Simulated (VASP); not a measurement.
# SnO (Pmn2_1) in VASP: single point with PBE

Aim: the single point of SnO with PBE.

Everything below comes from runs of VASP 6.6.1. Logs are shortened: lines on timing, memory, paths and dates and some standing lists are left out, and cuts for length are marked.

### Step 1. The cell of the first run

It takes space group Pmn2_1 (No. 31, orthorhombic). The conventional cell has a = 3.355 Å, b = 5.674 Å, c = 4.222 Å, α = 90.00°, β = 90.00°, γ = 90.00°. Sn (site symmetry m) has 3 O at 2.15 to 2.16 Å within 2.8 Å. Within 2.8 Å of O (site symmetry m) lie 3 Sn at 2.15 to 2.16 Å.

### Step 2. Single point, PBE

Contents of INCAR:

```
  ALGO = Normal
  EDIFF = 1E-6
  ENCUT = 600
  GGA = PE
  GGA_COMPAT = False
  ISIF = 2
  ISMEAR = 0
  LASPH = True
  LCHARG = False
  LREAL = False
  LWAVE = False
  NBANDS = 28
  NELM = 120
  PREC = Accurate
  SIGMA = 0.01
```

Contents of KPOINTS:

```
k-points
0
Gamma
  3 2 3
```

Contents of POSCAR:

```
SnO
1.0
    3.3550050000      0.0000000000      0.0000000000
    0.0000000000      5.6741040000      0.0000000000
    0.0000000000      0.0000000000      4.2219700000
Sn O
2 2
Direct
    0.5000000000      0.7680910000      0.0131440000
    0.0000000000      0.2319090000      0.5131440000
    0.5000000000      0.1087500000      0.2368570000
    0.0000000000      0.8912500000      0.7368570000
```

Potentials or basis: VASP PAW PBE potentials, release 64 (Sn_d, O).

The run is started by

```
$ cat potpaw_PBE.64/Sn_d/POTCAR potpaw_PBE.64/O/POTCAR > POTCAR
$ mpirun -np 1 vasp_std > vasp.out
```

OUTCAR:

```text
EDIFF = 1E-6
   ENCUT = 600
   GGA = PE
   ISIF = 2
   ISMEAR = 0
   LASPH = True
   LREAL = False
   NELM = 120
   PREC = Accurate

 ion  position               nearest neighbor table
   1  0.500  0.768  0.013-   3 2.15   4 2.16   4 2.16
   2  0.000  0.232  0.513-   4 2.15   3 2.16   3 2.16
   3  0.500  0.109  0.237-   1 2.15   2 2.16   2 2.16
   4  0.000  0.891  0.737-   2 2.15   1 2.16   1 2.16

  LATTYP: Found a simple orthorhombic cell.
 ALAT       =     3.3550050000
 B/A-ratio  =     1.2584094510
 C/A-ratio  =     1.6912356315

  Lattice vectors:

 A1 = (  -3.3550050000,   0.0000000000,   0.0000000000)
 A2 = (   0.0000000000,   0.0000000000,   4.2219700000)
 A3 = (   0.0000000000,   5.6741040000,   0.0000000000)

Analysis of symmetry for initial positions (statically):
=====================================================================
 Subroutine PRICEL returns:
 Original cell was already a primitive cell.

 Routine SETGRP: Setting up the symmetry group for a
 simple orthorhombic supercell.

 Subroutine GETGRP returns: Found  4 space group operations
 (whereof  2 operations were pure point group operations)
 out of a pool of  8 trial point group operations.

The static configuration has the point symmetry C_1h.
 The point group associated with its full space group is C_2v.

Analysis of symmetry for dynamics (positions and initial velocities):
=====================================================================
 Subroutine PRICEL returns:
 Original cell was already a primitive cell.

 Routine SETGRP: Setting up the symmetry group for a
 simple orthorhombic supercell.

 Subroutine GETGRP returns: Found  4 space group operations
 (whereof  2 operations were pure point group operations)
 out of a pool of  8 trial point group operations.

The dynamic configuration has the point symmetry C_1h.
 The point group associated with its full space group is C_2v.

 Subroutine INISYM returns: Found  4 space group operations
 (whereof  2 operations are pure point group operations),
 and found     1 'primitive' translations

----------------------------------------------------------------------------------------

                                     Primitive cell

  volume of cell :      80.3722

  direct lattice vectors                    reciprocal lattice vectors
     3.355005000  0.000000000  0.000000000     0.298062149  0.000000000  0.000000000
     0.000000000  5.674104000  0.000000000     0.000000000  0.176239279  0.000000000
     0.000000000  0.000000000  4.221970000     0.000000000  0.000000000  0.236856254

  length of vectors
     3.355005000  5.674104000  4.221970000     0.298062149  0.176239279  0.236856254

  position of ions in fractional coordinates (direct lattice)
     0.500000000  0.768091000  0.013144000
     0.000000000  0.231909000  0.513144000
     0.500000000  0.108750000  0.236857000
     0.000000000  0.891250000  0.736857000

  ion indices of the primitive-cell ions
   primitive index   ion index
                 1           1
                 2           2
                 3           3
                 4           4

----------------------------------------------------------------------------------------

 KPOINTS: k-points

Automatic generation of k-mesh.
 Grid dimensions read from file:
 generate k-points for:    3    2    3

 Generating k-lattice:

  Cartesian coordinates                     Fractional coordinates (reciprocal lattice)
     0.099354050  0.000000000  0.000000000     0.333333333  0.000000000  0.000000000
     0.000000000  0.088119640  0.000000000     0.000000000  0.500000000  0.000000000
     0.000000000  0.000000000  0.078952085     0.000000000  0.000000000  0.333333333

  Length of vectors
     0.099354050  0.088119640  0.078952085

  Shift w.r.t. Gamma in fractional coordinates (k-lattice)
     0.000000000  0.000000000  0.000000000

 Subroutine IBZKPT returns following result:
 ===========================================

 Found      8 irreducible k-points:

 Following reciprocal coordinates:
            Coordinates               Weight
  0.000000  0.000000  0.000000      1.000000
  0.333333  0.000000  0.000000      2.000000
  0.000000  0.500000  0.000000      1.000000
  0.333333  0.500000  0.000000      2.000000
  0.000000  0.000000  0.333333      2.000000
  0.333333  0.000000  0.333333      4.000000
  0.000000  0.500000  0.333333      2.000000
  0.333333  0.500000  0.333333      4.000000
   k-points           NKPTS =      8   k-points in BZ     NKDIM =      8   number of bands    NBANDS=     28
   number of dos      NEDOS =    301   number of ions     NIONS =      4
   total plane-waves  NPLWV =  48384
   dimension x,y,z NGX =    28 NGY =   48 NGZ =   36
   dimension x,y,z NGXF=    56 NGYF=   96 NGZF=   72
   ions per type =               2   2
   NGX,Y,Z   is equivalent  to a cutoff of  13.87, 14.06, 14.18 a.u.
   NGXF,Y,Z  is equivalent  to a cutoff of  27.75, 28.13, 28.35 a.u.
 SYSTEM =  unknown system
   PREC   = accura    normal or accurate (medium, high low for compatibility)
   ISTART =      0    job   : 0-new  1-cont  2-samecut
   ICHARG =      2    charge: 1-file 2-atom 10-const
   ISPIN  =      1    spin polarized calculation?
   LNONCOLLINEAR =      F non collinear calculations
   LSORBIT =      F    spin-orbit coupling
   LASPH  =      T    aspherical Exc in radial PAW
   ENCUT  =  600.0 eV  44.10 Ry    6.64 a.u.   6.70 11.33  8.43*2*pi/ulx,y,z
   NELM   =    120;   NELMIN=  2; NELMDL= -5     # of ELM steps
   EDIFF  = 0.1E-05   stopping-criterion for ELM
   LREAL  =      F    real-space projection
   EDIFFG = 0.1E-04   stopping-criterion for IOM
   NSW    =      0    number of steps for IOM
   IBRION =     -1    ionic relax: 0-MD 1-quasi-New 2-CG
   NFREE  =      0    steps in history (QN), initial steepest desc. (CG)
   ISIF   =      2    stress and relaxation
   ISYM   =      2    0-nonsym 1-usesym 2-fastsym
   POTIM  = 0.5000    time-step for ionic-motion
   TEBEG  =    0.0;   TEEND  =   0.0 temperature during run
   PSTRESS=    0.0 pullay stress
   NELECT =      40.0000    total number of electrons
   NUPDOWN=      -1.0000    fix difference up-down
   EMIN   =  10.00;   EMAX   =-10.00  energy-range for DOS
   EFERMI =   0.00;   METHOD = LEGACY
   ISMEAR =     0;   SIGMA  =   0.01  broadening in eV -4-tet -1-fermi 0-gaus
   EFERMI_NEDOS =   21; number of points for ismear=-14 and -15
   IALGO  =     38    algorithm
   IMIX   =      4    mixing-type and parameters
     AMIX     =   0.40;   BMIX     =  1.00
     AMIX_MAG =   1.60;   BMIX_MAG =  1.00
  volume/ion in A,a.u.               =      20.09       135.59
  Fermi-wavevector in a.u.,A,eV,Ry     =   1.297357  2.451650 22.900458  1.683136
  Thomas-Fermi vector in A             =   2.428755
   LORBIT       =      0    0 simple, 1 ext, 2 COOP (PROOUT), +10 PAW based schemes
   GGA     = PE    functional components
   LHFCALC =     F    Hartree Fock is set to
   AEXX    =    0.0000 exact exchange contribution
   IVDW    =     0    specifies the selected vdW correction
   LEPSILON=     F    determine dielectric tensor
   LRPA    =     F    only Hartree local field effects (RPA)
 non-spin polarized calculation
 Gauss-broadening in eV      SIGMA  =   0.01
  energy-cutoff  :      600.00
  volume of cell :       80.37
 maximum number of plane-waves:      2719
 NGX is ok and might be reduce to    28
   NGX = 13   NGY = 23   NGZ = 17

 number of electron      40.0000004 magnetization

 Free energy of the ion-electron system (eV)
  ---------------------------------------------------
  ext. energy  EPLUGINS =         0.00000000
  ---------------------------------------------------
  free energy    TOTEN  =       -22.42963550 eV

  energy without entropy =      -22.42963550  energy(sigma->0) =      -22.42963550

 E-fermi :   4.9781     XC(G=0):  -9.5329

 val. band max:        4.8603140640   @ k =   0.0000   0.0000   0.0000
 cond. band min:       6.5034266990   @ k =   0.3333   0.5000   0.0000
 fundamental gap:      1.6431126350
 Fermi energy:         4.9781046166

 k-point     1 :       0.0000    0.0000    0.0000
  band No.  band energies     occupation
      1     -16.3565      2.00000
      2     -16.0401      2.00000
      3     -15.9615      2.00000
      4     -15.9340      2.00000
      5     -15.9068      2.00000
      6     -15.8760      2.00000
[... 20 lines left out ...]
     27      13.6399      0.00000
     28      14.2384      0.00000

 k-point     2 :       0.3333    0.0000    0.0000
  band No.  band energies     occupation
      1     -16.3402      2.00000
      2     -16.2008      2.00000
      3     -15.9296      2.00000
      4     -15.9160      2.00000
      5     -15.9057      2.00000
      6     -15.8869      2.00000
[... 20 lines left out ...]
     27      13.0455      0.00000
     28      14.6719      0.00000

 k-point     3 :       0.0000    0.5000    0.0000
  band No.  band energies     occupation
      1     -16.3484      2.00000
      2     -16.0444      2.00000
      3     -15.9546      2.00000
      4     -15.9307      2.00000
      5     -15.9100      2.00000
      6     -15.8843      2.00000
[... 20 lines left out ...]
     27      14.3550      0.00000
     28      15.0488      0.00000

 k-point     4 :       0.3333    0.5000    0.0000
  band No.  band energies     occupation
      1     -16.3434      2.00000
      2     -16.2042      2.00000
      3     -15.9230      2.00000
      4     -15.9187      2.00000
      5     -15.9023      2.00000
      6     -15.8879      2.00000
[... 20 lines left out ...]
     27      13.5794      0.00000
     28      14.6725      0.00000

 k-point     5 :       0.0000    0.0000    0.3333
  band No.  band energies     occupation
      1     -16.2928      2.00000
      2     -16.1308      2.00000
      3     -15.9446      2.00000
      4     -15.9314      2.00000
      5     -15.9184      2.00000
      6     -15.9143      2.00000
[... 20 lines left out ...]
     27      14.8195      0.00000
     28      16.4029      0.00000

 k-point     6 :       0.3333    0.0000    0.3333
  band No.  band energies     occupation
      1     -16.3248      2.00000
      2     -16.2577      2.00000
      3     -15.9408      2.00000
      4     -15.9358      2.00000
      5     -15.8920      2.00000
      6     -15.8854      2.00000
[... 20 lines left out ...]
     27      14.1447      0.00000
     28      14.3502      0.00000

 k-point     7 :       0.0000    0.5000    0.3333
  band No.  band energies     occupation
      1     -16.2892      2.00000
      2     -16.1340      2.00000
      3     -15.9417      2.00000
      4     -15.9312      2.00000
      5     -15.9218      2.00000
      6     -15.9196      2.00000
[... 20 lines left out ...]
     27      14.7053      0.00000
     28      15.0504      0.00000

 k-point     8 :       0.3333    0.5000    0.3333
  band No.  band energies     occupation
      1     -16.3209      2.00000
      2     -16.2517      2.00000
      3     -15.9367      2.00000
      4     -15.9362      2.00000
      5     -15.8903      2.00000
      6     -15.8861      2.00000
[... 20 lines left out ...]
     27      14.7739      0.00000
     28      15.1030      0.00000

------------------------ aborting loop because EDIFF is reached ----------------------------------------

  FORCE on cell =-STRESS in cart. coord.  units (eV):
  Direction    XX          YY          ZZ          XY          YZ          ZX
  --------------------------------------------------------------------------------------
  -------------------------------------------------------------------------------------
  Total        0.1668845      0.3520893      0.3709177      0.0000000      0.0000000      0.0000000
  in kB        3.3267558      7.0187174      7.3940520      0.0000000      0.0000000      0.0000000
  external PRESSURE =       5.9131750 kB  Pullay stress =       0.0000000 kB

 VOLUME and BASIS-vectors are now :
 -----------------------------------------------------------------------------
  energy-cutoff  :      600.00
  volume of cell :       80.37
      direct lattice vectors                 reciprocal lattice vectors
     3.355005000  0.000000000  0.000000000     0.298062149  0.000000000  0.000000000
     0.000000000  5.674104000  0.000000000     0.000000000  0.176239279  0.000000000
     0.000000000  0.000000000  4.221970000     0.000000000  0.000000000  0.236856254

 POSITION                                       TOTAL-FORCE (eV/Angst)
 -----------------------------------------------------------------------------------
      1.67750      4.35823      0.05549         0.000000      0.101659     -0.003495
      0.00000      1.31588      2.16648         0.000000     -0.101659     -0.003495
      1.67750      0.61706      1.00000         0.000000     -0.104394      0.003495
      0.00000      5.05705      3.11099         0.000000      0.104394      0.003495
 -----------------------------------------------------------------------------------
    total drift:                                0.000000      0.000000      0.000076

  FREE ENERGIE OF THE ION-ELECTRON SYSTEM (eV)
  ---------------------------------------------------
  free  energy   TOTEN  =       -22.4296354979 eV

  energy  without entropy=      -22.4296354979  energy(sigma->0) =      -22.42963550
```

Run time: 19 s. Hardware: 1 thread of Intel Xeon Platinum 8559C (Emerald Rapids), shared host; peak memory 0.2 GiB.

Results:

| Item | Value |
| --- | --- |
| Free energy | -22.4296 eV |
| Pressure | 0.6 GPa |
| Largest force | 0.104 eV/Å |
| Band gap on the k mesh | 1.64 eV (least direct gap 2.38 eV) |

Forces in eV/Å, atoms in the order of the input:
```
Sn   0.000  0.102 -0.003
Sn   0.000 -0.102 -0.003
O    0.000 -0.104  0.003
O    0.000  0.104  0.003
```

Caveat: the k points lie up to 0.62 Å⁻¹ apart; spin-orbit coupling is left out, which moves the levels of the heavy elements; an odd mesh through Γ misses points on the zone boundary, where band edges can lie.
